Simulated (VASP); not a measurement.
Input of a VASP 6.6.1 run:

File INCAR:

```
ALGO = Normal ; EDIFF = 1E-6
ENCUT = 520 ; GGA = PE
ISIF = 2 ; ISMEAR = 0
LASPH = True ; LCHARG = True
LELF = True ; LREAL = Auto
LVHAR = True ; LWAVE = False
NBANDS = 118 ; NELECT = 202.0
NELM = 80 ; PREC = Accurate
SIGMA = 0.02
```

File KPOINTS:

```
k-points
0
Gamma
  2 2 2
```

Contents of POSCAR:

```
Sn8O14F
1.0
   -4.7380000000     -4.7380000000      0.0000000000
    4.7380000000     -4.7380000000      0.0000000000
    0.0000000000      0.0000000000      6.3730000000
Sn O F
8 14 1
Direct
    0.5007819755      0.4992245673      0.0002874627
   -0.0015614183      0.4992986492      0.2491435745
    0.4974188476      0.4993445547      0.5003033108
   -0.0015753482      0.4993066695      0.7515126314
    0.0667981216     -0.0006875264      0.0004155029
    0.4835719713     -0.0007577037      0.2523331241
   -0.0161826720     -0.0007166526      0.5004272713
    0.4833283031     -0.0007206627      0.7486574612
    0.1953360068      0.4991319122      0.0003422250
    0.0000918109      0.1913864500      0.2451512631
    0.8034514563      0.4993856057      0.0003580731
    0.0002587590      0.8071848881      0.2451278833
    0.1935061207      0.4992133812      0.5003224541
    0.0001847826      0.1913873997      0.7556731524
    0.8024574715      0.4993348459      0.5003257493
    0.0002937949      0.8071914310      0.7556744077
    0.4978262980      0.6968976361      0.2468429311
    0.4979421697      0.3015614183      0.2469116586
    0.6801958632     -0.0010867455      0.5005160835
    0.4977750106      0.6969050232      0.7537709085
    0.2911562896     -0.0008107851      0.5003823945
    0.4980103419      0.3016169270      0.7536788012
    0.7028494090     -0.0008521528      0.0004114232
```

Potentials or basis: VASP PAW PBE potentials, release 64 (Sn_d, O, F).

Run with:

```console
$ cat potpaw_PBE.64/Sn_d/POTCAR potpaw_PBE.64/O/POTCAR potpaw_PBE.64/F/POTCAR > POTCAR
$ mpirun -np 1 vasp_std > vasp.out
```

Problem. Estimate the largest force.

Solution. 0.045 eV/Å.

Forces on the atoms (eV/Å):
```
Sn  -0.005  0.016  0.000
Sn   0.013  0.002  0.002
Sn  -0.005  0.003  0.003
Sn   0.009  0.000 -0.002
Sn  -0.033 -0.025  0.001
Sn   0.019  0.007 -0.035
Sn   0.001  0.011 -0.003
Sn   0.016  0.014  0.039
O   -0.015 -0.017 -0.002
O    0.004 -0.005 -0.012
O    0.010  0.011 -0.003
O   -0.006  0.006 -0.011
O   -0.009 -0.010  0.003
O    0.008 -0.007  0.008
O    0.014  0.013  0.000
O   -0.009  0.007  0.011
O    0.007 -0.009 -0.002
O   -0.011  0.003  0.002
O   -0.011 -0.026 -0.003
O    0.005 -0.008  0.003
O    0.027  0.028 -0.002
O   -0.011  0.007  0.001
F   -0.019 -0.021  0.002
```

Caveat: the k points lie up to 0.49 Å⁻¹ apart; the cell carries a net charge on a neutralising background, which shifts energy and pressure.
